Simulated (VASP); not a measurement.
CuO, 2 atoms in the cell. The typed cell holds 2 atoms: a = 3.052 Å, b = 3.052 Å, c = 3.052 Å, α = 60.00°, β = 60.00°, γ = 60.00°. 

```yaml
Program: VASP 6.6.1
Task: single point
Functional: BLYP
Potentials_or_basis: VASP PAW PBE potentials, release 64 (Cu, O)
Cutoff: 520 eV
k_mesh: 11 × 11 × 11
Occupations: fermi-dirac, width 0.05 eV
Spin: no spin polarisation
Dipole_correction: no
Further_INCAR_settings: ALGO = Normal; EDIFF = 1e-06; NBANDS = 16
```

Potentials or basis: VASP PAW PBE potentials, release 64 (Cu, O).

Launch:

```sh
$ cat potpaw_PBE.64/Cu/POTCAR potpaw_PBE.64/O/POTCAR > POTCAR
$ mpirun -np 1 vasp_std > vasp.out
```

Hardware: 1 thread of Intel Xeon 8259CL, with other jobs on the host.

Q: How long does it take, and how much memory?

A: Run time: 2.9 min on 1 thread of Intel Xeon 8259CL, with other jobs on the host, peak memory 0.31 GiB. Counts: scf iterations 14, k points 666.
